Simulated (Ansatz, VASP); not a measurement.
## ZrB2: VASP beside Ansatz

File INCAR:

```
PREC     = Accurate       # precision mode
ENCUT    = 600            # plane-wave cutoff, eV
EDIFF    = 1E-6           # SCF threshold, eV
ISMEAR   = -1             # smearing method
SIGMA    = 0.1            # smearing width, eV
LREAL    = F              # projectors in reciprocal space
LASPH    = T              # aspherical terms in the spheres
NELM     = 100            # most SCF steps
ALGO     = Normal         # electronic algorithm
ISIF     = 3              # what is computed and relaxed
LWAVE    = F              # write WAVECAR
LCHARG   = F              # write CHGCAR
GGA      = PE             # functional
IBRION   = 2              # ionic algorithm
NSW      = 80             # ionic steps
EDIFFG   = -0.01          # ionic threshold
```

The input KPOINTS:

```
Automatic mesh
0
Gamma
  18 18 14
```

The input POSCAR:

```
ZrB2
1.0
    3.1700000000      0.0000000000      0.0000000000
   -1.5850000000      2.7453005300      0.0000000000
    0.0000000000      0.0000000000      3.5330000000
Zr B
1 2
Direct
    0.0000000000      0.0000000000      0.0000000000
    0.3333333333      0.6666666667      0.5000000000
    0.6666666667      0.3333333333      0.5000000000
```

Input for Ansatz:

```yaml
crystal:
  lattice:
    a: 3.17
    b: 3.17
    c: 3.533
    alpha: 90.0
    beta: 90.0
    gamma: 120.0
  atoms:
    - { symbol: Zr, position: [0.0, 0.0, 0.0] }
    - { symbol: B, position: [0.3333333333333333, 0.6666666666666666, 0.5] }
    - { symbol: B, position: [0.6666666666666666, 0.3333333333333333, 0.5] }
kpoints:
  mp_grid:
    grid: [18, 18, 14]
hamiltonian:
  xc: pbe
scf:
  occupations:
    method: fermi_dirac
    width: 0.1
relax:
  cell: {}
```

Alike in both runs: task relaxation of cell and atoms; functional PBE; k mesh 18 × 18 × 14; occupations fermi-dirac, width 0.1 eV; no spin polarisation.

|  | VASP | Ansatz |
| --- | --- | --- |
| version | VASP 6.6.1 | Ansatz 0.2.0 |
| potentials or method | VASP PAW PBE potentials, release 64 (Zr_sv, B) | plane waves, PAW |
| plane-wave cutoff (eV) | 600 | 420 |
| valence electrons in the cell | 18 | 18 |

```tsv
	VASP	Ansatz	Ansatz less VASP
relaxed volume (Å³/atom)	10.29	10.28	-0.006
relaxed length of the cell vector where the two differ most in proportion (Å)	3.543	3.541	-0.0011
```
